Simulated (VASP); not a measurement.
# CaF2 in VASP: single point with r2SCAN

Aim: the single point of CaF2 with r2SCAN.

Everything below comes from runs of VASP 6.6.1. Logs are shortened: lines on timing, memory, paths and dates and some standing lists are left out, and cuts for length are marked.

### Step 1. The cell of the first run

The cell holds a slab with vacuum, 24 atoms: a = 5.451 Å, b = 5.451 Å, c = 21.539 Å, α = 90.00°, β = 90.00°, γ = 90.00°.

### Step 2. Single point, r2SCAN

The input, POSCAR:

```
CaF2
1.0
    5.4509500000      0.0000000000      0.0000000000
    0.0000000000      5.4509500000      0.0000000000
    0.0000000000      0.0000000000     21.5391630000
Ca F
8 16
Direct
    0.5000045864      0.0000000000      0.0464270594
    0.4925013071      0.5066456306      0.1882570832
   -0.0104018566      0.0204001137      0.1930762119
    0.0000000000      0.5000045864      0.0464270594
    0.4956750658      0.0240691989      0.3158897121
    0.5232298957      0.5483631294      0.4477750598
    0.0200882415      0.0167677194      0.4411777746
    0.0310588063      0.5330630441      0.3168553950
    0.2456819453      0.7565103331      0.2425720999
    0.2831799961      0.2564323650      0.2414717786
    0.2499931205      0.2499931205      0.1096932132
    0.2499931205      0.7499977068      0.1096932132
    0.7499977068      0.7499977068      0.1096932132
    0.7499977068      0.2499931205      0.1096932132
    0.7909630431      0.3175593245      0.2321445824
    0.7234518754      0.7837899816      0.2359423159
    0.2418110605      0.7510984324      0.5041421526
    0.2678065291      0.2659719865      0.4880366057
    0.2314458948      0.2403434264      0.3641970675
    0.2853814473      0.7680679515      0.3781576842
    0.7641420303      0.7695906218      0.3619639259
    0.7470991295      0.2897660041      0.3528642223
    0.7669672259      0.2685036553      0.4908361574
    0.7814968033      0.7597941643      0.4956784997
```

The input, INCAR.step1:

```
PREC = Accurate ; ENCUT = 580
ISMEAR = -1 ; SIGMA = 0.05
LREAL = False ; LASPH = True
NELM = 120 ; NBANDS = 114
GGA = PE ; ALGO = Normal
EDIFF = 1E-5 ; LWAVE = True
LCHARG = False ; GGA_COMPAT = False
NELMDL = -8
```

The input, INCAR.step2:

```
PREC = Accurate ; ENCUT = 580
EDIFF = 1E-6 ; ISMEAR = -1
SIGMA = 0.05 ; LREAL = False
LASPH = True ; NELM = 120
ALGO = Normal ; ISIF = 2
LWAVE = False ; LCHARG = True
METAGGA = R2SCAN ; LMIXTAU = True
LELF = True ; LVHAR = True
NBANDS = 114 ; ISTART = 1
GGA_COMPAT = False
```

The input, KPOINTS:

```
Automatic mesh
0
Gamma
  2 2 1
```

Potentials or basis: VASP PAW PBE potentials, release 64 (Ca_sv, F).

Launch:

```bash
> cat potpaw_PBE.64/Ca_sv/POTCAR potpaw_PBE.64/F/POTCAR > POTCAR
> cp INCAR.step1 INCAR
> mpirun -np 1 vasp_std > vasp.out
> cp INCAR.step2 INCAR
> mpirun -np 1 vasp_std > vasp.out
```

OUTCAR:

```text
PREC = Accurate
   ENCUT = 580
   EDIFF = 1E-6
   ISMEAR = -1
   LREAL = False
   LASPH = True
   NELM = 120
   ISIF = 2
   METAGGA = R2SCAN
   ISTART = 1

 ion  position               nearest neighbor table
   1  0.500  0.000  0.046-  14 2.36  13 2.36  11 2.36  12 2.36
   2  0.493  0.507  0.188-  10 2.12  15 2.15  16 2.22   9 2.24  12 2.52
   3  0.990  0.020  0.193-  15 2.12  16 2.15   9 2.27  10 2.30
   4  0.000  0.500  0.046-  12 2.36  13 2.36  11 2.36  14 2.36
   5  0.496  0.024  0.316-  19 2.13  22 2.15  21 2.25  20 2.25  10 2.35  16 2.49
   6  0.523  0.548  0.448-  24 2.09  23 2.23  17 2.25  18 2.25  20 2.32
   7  0.020  0.017  0.441-  18 2.17  23 2.22  24 2.24  17 2.32  19 2.36  20 2.40
   8  0.031  0.533  0.317-  21 2.17  22 2.18  19 2.19  20 2.30   9 2.33  15 2.53
   9  0.246  0.757  0.243-   2 2.24   3 2.27   8 2.33
  10  0.283  0.256  0.241-   2 2.12   3 2.30   5 2.35
  11  0.250  0.250  0.110-   1 2.36   4 2.36
  12  0.250  0.750  0.110-   4 2.36   1 2.36   2 2.52
  13  0.750  0.750  0.110-   1 2.36   4 2.36
  14  0.750  0.250  0.110-   1 2.36   4 2.36
  15  0.791  0.318  0.232-   3 2.12   2 2.15   8 2.53
  16  0.723  0.784  0.236-   3 2.15   2 2.22   5 2.49
  17  0.242  0.751  0.504-   6 2.25   7 2.32
  18  0.268  0.266  0.488-   7 2.17   6 2.25
  19  0.231  0.240  0.364-   5 2.13   8 2.19   7 2.36
  20  0.285  0.768  0.378-   5 2.25   8 2.30   6 2.32   7 2.40
  21  0.764  0.770  0.362-   8 2.17   5 2.25
  22  0.747  0.290  0.353-   5 2.15   8 2.18
  23  0.767  0.269  0.491-   7 2.22   6 2.23
  24  0.781  0.760  0.496-   6 2.09   7 2.24

  LATTYP: Found a simple tetragonal cell.
 ALAT       =     5.4509500000
 C/A-ratio  =     3.9514512149

  Lattice vectors:

 A1 = (   5.4509500000,   0.0000000000,   0.0000000000)
 A2 = (   0.0000000000,   5.4509500000,   0.0000000000)
 A3 = (   0.0000000000,   0.0000000000,  21.5391630000)

Analysis of symmetry for initial positions (statically):
=====================================================================
 Subroutine PRICEL returns:
 Original cell was already a primitive cell.

 Routine SETGRP: Setting up the symmetry group for a
 simple tetragonal supercell.

 Subroutine GETGRP returns: Found  1 space group operations
 (whereof  1 operations were pure point group operations)
 out of a pool of 16 trial point group operations.

The static configuration has the point symmetry C_1 .

Analysis of symmetry for dynamics (positions and initial velocities):
=====================================================================
 Subroutine PRICEL returns:
 Original cell was already a primitive cell.

 Routine SETGRP: Setting up the symmetry group for a
 simple tetragonal supercell.

 Subroutine GETGRP returns: Found  1 space group operations
 (whereof  1 operations were pure point group operations)
 out of a pool of 16 trial point group operations.

The dynamic configuration has the point symmetry C_1 .

 Subroutine INISYM returns: Found  1 space group operations
 (whereof  1 operations are pure point group operations),
 and found     1 'primitive' translations

----------------------------------------------------------------------------------------

                                     Primitive cell

  volume of cell :     639.9900

  direct lattice vectors                    reciprocal lattice vectors
     5.450950000  0.000000000  0.000000000     0.183454260  0.000000000  0.000000000
     0.000000000  5.450950000  0.000000000     0.000000000  0.183454260  0.000000000
     0.000000000  0.000000000 21.539163000     0.000000000  0.000000000  0.046427059

  length of vectors
     5.450950000  5.450950000 21.539163000     0.183454260  0.183454260  0.046427059

  position of ions in fractional coordinates (direct lattice)
     0.500004586  0.000000000  0.046427059
     0.492501307  0.506645631  0.188257083
     0.989598143  0.020400114  0.193076212
     0.000000000  0.500004586  0.046427059
     0.495675066  0.024069199  0.315889712
     0.523229896  0.548363129  0.447775060
[... 16 lines left out ...]
     0.766967226  0.268503655  0.490836157
     0.781496803  0.759794164  0.495678500

  ion indices of the primitive-cell ions
   primitive index   ion index
                 1           1
                 2           2
                 3           3
                 4           4
                 5           5
                 6           6
[... 16 lines left out ...]
                23          23
                24          24

----------------------------------------------------------------------------------------

 KPOINTS: Automatic mesh

Automatic generation of k-mesh.
 Grid dimensions read from file:
 generate k-points for:    2    2    1

 Generating k-lattice:

  Cartesian coordinates                     Fractional coordinates (reciprocal lattice)
     0.091727130  0.000000000  0.000000000     0.500000000  0.000000000  0.000000000
     0.000000000  0.091727130  0.000000000     0.000000000  0.500000000  0.000000000
     0.000000000  0.000000000  0.046427059     0.000000000  0.000000000  1.000000000

  Length of vectors
     0.091727130  0.091727130  0.046427059

  Shift w.r.t. Gamma in fractional coordinates (k-lattice)
     0.000000000  0.000000000  0.000000000

 Subroutine IBZKPT returns following result:
 ===========================================

 Found      4 irreducible k-points:

 Following reciprocal coordinates:
            Coordinates               Weight
  0.000000  0.000000  0.000000      1.000000
  0.500000  0.000000  0.000000      1.000000
  0.000000  0.500000  0.000000      1.000000
  0.500000  0.500000  0.000000      1.000000
   k-points           NKPTS =      4   k-points in BZ     NKDIM =      4   number of bands    NBANDS=    114
   number of dos      NEDOS =    301   number of ions     NIONS =     24
   total plane-waves  NPLWV = 414720
   dimension x,y,z NGX =    48 NGY =   48 NGZ =  180
   dimension x,y,z NGXF=    96 NGYF=   96 NGZF=  360
   ions per type =               8  16
   NGX,Y,Z   is equivalent  to a cutoff of  14.64, 14.64, 13.89 a.u.
   NGXF,Y,Z  is equivalent  to a cutoff of  29.28, 29.28, 27.79 a.u.
 SYSTEM =  unknown system
   PREC   = accura    normal or accurate (medium, high low for compatibility)
   ISTART =      1    job   : 0-new  1-cont  2-samecut
   ICHARG =      0    charge: 1-file 2-atom 10-const
   ISPIN  =      1    spin polarized calculation?
   LNONCOLLINEAR =      F non collinear calculations
   LSORBIT =      F    spin-orbit coupling
   LASPH  =      T    aspherical Exc in radial PAW
   ENCUT  =  580.0 eV  42.63 Ry    6.53 a.u.  10.70 10.70 42.30*2*pi/ulx,y,z
   NELM   =    120;   NELMIN=  2; NELMDL=  0     # of ELM steps
   EDIFF  = 0.1E-05   stopping-criterion for ELM
   LREAL  =      F    real-space projection
   EDIFFG = 0.1E-04   stopping-criterion for IOM
   NSW    =      0    number of steps for IOM
   IBRION =     -1    ionic relax: 0-MD 1-quasi-New 2-CG
   NFREE  =      0    steps in history (QN), initial steepest desc. (CG)
   ISIF   =      2    stress and relaxation
   ISYM   =      2    0-nonsym 1-usesym 2-fastsym
   POTIM  = 0.5000    time-step for ionic-motion
   TEBEG  =    0.0;   TEEND  =   0.0 temperature during run
   PSTRESS=    0.0 pullay stress
   NELECT =     192.0000    total number of electrons
   NUPDOWN=      -1.0000    fix difference up-down
   EMIN   =  10.00;   EMAX   =-10.00  energy-range for DOS
   EFERMI =   0.00;   METHOD = LEGACY
   ISMEAR =    -1;   SIGMA  =   0.05  broadening in eV -4-tet -1-fermi 0-gaus
   EFERMI_NEDOS =   21; number of points for ismear=-14 and -15
   IALGO  =     38    algorithm
   IMIX   =      4    mixing-type and parameters
     AMIX     =   0.40;   BMIX     =  1.00
     AMIX_MAG =   1.60;   BMIX_MAG =  1.00
  volume/ion in A,a.u.               =      26.67       179.95
  Fermi-wavevector in a.u.,A,eV,Ry     =   1.095933  2.071014 16.341550  1.201070
  Thomas-Fermi vector in A             =   2.232266
   LORBIT       =      0    0 simple, 1 ext, 2 COOP (PROOUT), +10 PAW based schemes
   METAGGA = R2SCAN    functional components
   LHFCALC =     F    Hartree Fock is set to
   AEXX    =    0.0000 exact exchange contribution
   IVDW    =     0    specifies the selected vdW correction
   LEPSILON=     F    determine dielectric tensor
   LRPA    =     F    only Hartree local field effects (RPA)
 non-spin polarized calculation
  energy-cutoff  :      580.00
  volume of cell :      639.99
 maximum number of plane-waves:     20330
 NGX is ok and might be reduce to    48
   NGX = 21   NGY = 21   NGZ = 85

 number of electron     191.9999978 magnetization

 Free energy of the ion-electron system (eV)
  ---------------------------------------------------
  ext. energy  EPLUGINS =         0.00000000
  ---------------------------------------------------
  free energy    TOTEN  =      -192.43421663 eV

  energy without entropy =     -192.30257802  energy(sigma->0) =     -192.36839733

 E-fermi :  -2.4292     XC(G=0):  -5.9613

 val. band max:       -2.4560740081   @ k =   0.0000   0.5000   0.0000
 cond. band min:      -2.3967434771   @ k =   0.5000   0.0000   0.0000
 fundamental gap:      0.0593305309
 Fermi energy:        -2.4291899585

 k-point     1 :       0.0000    0.0000    0.0000
  band No.  band energies     occupation
      1     -46.3548      2.00000
      2     -46.3398      2.00000
      3     -42.9603      2.00000
      4     -42.6870      2.00000
      5     -41.4786      2.00000
      6     -41.3606      2.00000
[... 100 lines left out ...]
    107       2.1894      0.00000
    108       2.5444      0.00000

 k-point     2 :       0.5000    0.0000    0.0000
  band No.  band energies     occupation
      1     -46.3480      2.00000
      2     -46.3465      2.00000
      3     -42.9595      2.00000
      4     -42.6878      2.00000
      5     -41.4767      2.00000
      6     -41.3625      2.00000
[... 100 lines left out ...]
    107       2.0348      0.00000
    108       2.0474      0.00000

 k-point     3 :       0.0000    0.5000    0.0000
  band No.  band energies     occupation
      1     -46.3480      2.00000
      2     -46.3465      2.00000
      3     -42.9595      2.00000
      4     -42.6878      2.00000
      5     -41.4765      2.00000
      6     -41.3627      2.00000
[... 100 lines left out ...]
    107       2.0380      0.00000
    108       2.0470      0.00000

 k-point     4 :       0.5000    0.5000    0.0000
  band No.  band energies     occupation
      1     -46.3480      2.00000
      2     -46.3465      2.00000
      3     -42.9594      2.00000
      4     -42.6877      2.00000
      5     -41.4765      2.00000
      6     -41.3626      2.00000
[... 100 lines left out ...]
    107       2.3049      0.00000
    108       2.3125      0.00000
 [bands above 108 left out]

------------------------ aborting loop because EDIFF is reached ----------------------------------------

  FORCE on cell =-STRESS in cart. coord.  units (eV):
  Direction    XX          YY          ZZ          XY          YZ          ZX
  --------------------------------------------------------------------------------------
  -------------------------------------------------------------------------------------
  Total        6.2719511      6.8429728     -7.2445651      0.3011839     -0.5740008     -0.9759687
  in kB       15.7014597     17.1309786    -18.1363414      0.7539962     -1.4369772     -2.4432801
  external PRESSURE =       4.8986990 kB  Pullay stress =       0.0000000 kB

 VOLUME and BASIS-vectors are now :
 -----------------------------------------------------------------------------
  energy-cutoff  :      580.00
  volume of cell :      639.99
      direct lattice vectors                 reciprocal lattice vectors
     5.450950000  0.000000000  0.000000000     0.183454260  0.000000000  0.000000000
     0.000000000  5.450950000  0.000000000     0.000000000  0.183454260  0.000000000
     0.000000000  0.000000000 21.539163000     0.000000000  0.000000000  0.046427059

 POSITION                                       TOTAL-FORCE (eV/Angst)
 -----------------------------------------------------------------------------------
      2.72550      0.00000      1.00000         0.015615     -0.022737      2.870452
      2.68460      2.76170      4.05490         0.309751      0.745679     -0.982430
      5.39425      0.11120      4.15870         0.666071     -0.213023     -0.903692
      0.00000      2.72550      1.00000        -0.033487      0.038387      2.883335
      2.70190      0.13120      6.80400         0.493853     -0.644702     -0.295682
      2.85210      2.98910      9.64470        -0.463252     -0.889836      0.158115
[... 16 lines left out ...]
      4.18070      1.46360     10.57220        -0.002028     -0.077173     -0.360518
      4.25990      4.14160     10.67650         0.355587      0.566077      0.120164
 -----------------------------------------------------------------------------------
    total drift:                                0.001949      0.001370      0.000474

  FREE ENERGIE OF THE ION-ELECTRON SYSTEM (eV)
  ---------------------------------------------------
  free  energy   TOTEN  =      -192.4342166295 eV

  energy  without entropy=     -192.3025780241  energy(sigma->0) =     -192.36839733
```

Wall time 54 min (1 thread of AMD EPYC 9R45 (Zen 5), shared host); peak memory 1 GiB.

What came out:

```
Free energy            : -192.4342 eV
Largest force          : 2.884 eV/Å
Band gap on the k mesh : 0.06 eV
```

Forces in eV/Å, atoms in the order of the input:
```
Ca   0.016 -0.023  2.870
Ca   0.310  0.746 -0.982
Ca   0.666 -0.213 -0.904
Ca  -0.033  0.038  2.883
Ca   0.494 -0.645 -0.296
Ca  -0.463 -0.890  0.158
Ca  -0.207 -0.252  0.717
Ca  -0.300 -0.268 -0.180
F   -0.322  0.226  0.055
F   -0.478 -0.486  0.082
F   -0.031  0.022 -1.182
F   -0.006  0.015 -1.243
F    0.010  0.022 -1.427
F   -0.057 -0.068 -1.430
F    0.173 -0.194  0.303
F    0.023  0.453  0.274
F    0.112  0.282 -0.327
F    0.252  0.163  0.071
F   -0.139  0.448  0.198
F   -0.436 -0.276 -0.509
F    0.211  0.531  0.473
F   -0.148 -0.121  0.637
F   -0.002 -0.077 -0.361
F    0.356  0.566  0.120
```

Caveat: the k points lie up to 0.58 Å⁻¹ apart; there is no dipole correction, which matters where the two faces differ; semilocal functionals underestimate gaps, and a narrow one can read as zero; the PAW data sets were made with another functional, which shifts forces and pressure a little.
